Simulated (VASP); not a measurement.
Input of a VASP 6.6.1 run:

INCAR

```
  ALGO = Normal
  DIPOL = 0.5 0.5 0.294
  EDIFF = 1E-6
  ENCUT = 420
  GGA = PE
  GGA_COMPAT = False
  IDIPOL = 3
  ISIF = 2
  ISMEAR = 0
  IVDW = 13
  LASPH = True
  LCHARG = True
  LDIPOL = True
  LELF = True
  LREAL = False
  LVACPOTAV = True
  LVHAR = True
  LWAVE = False
  NBANDS = 11
  NELM = 120
  NELMDL = -8
  PREC = Accurate
  SIGMA = 0.03
```

File KPOINTS:

```
k-points
0
Gamma
  12 12 1
```

POSCAR

```
BAs
1.0
    3.3720579259      0.0000000000      0.0000000000
   -1.6860289630      2.9202878269      0.0000000000
    0.0000000000      0.0000000000     23.8000000000
B As
1 1
Direct
    0.3333333333      0.6666666667      0.2941176471
    0.6666666667      0.3333333333      0.2941176471
```

Potentials or basis: VASP PAW PBE potentials, release 64 (B, As).

Command:

```sh
$ cat potpaw_PBE.64/B/POTCAR potpaw_PBE.64/As/POTCAR > POTCAR
$ mpirun -np 1 vasp_std > vasp.out
```

Q: Estimate the dispersion energy per atom.

A: -0.161 eV.

Q: Estimate the band gap on the k mesh.

A: 0.74 eV.
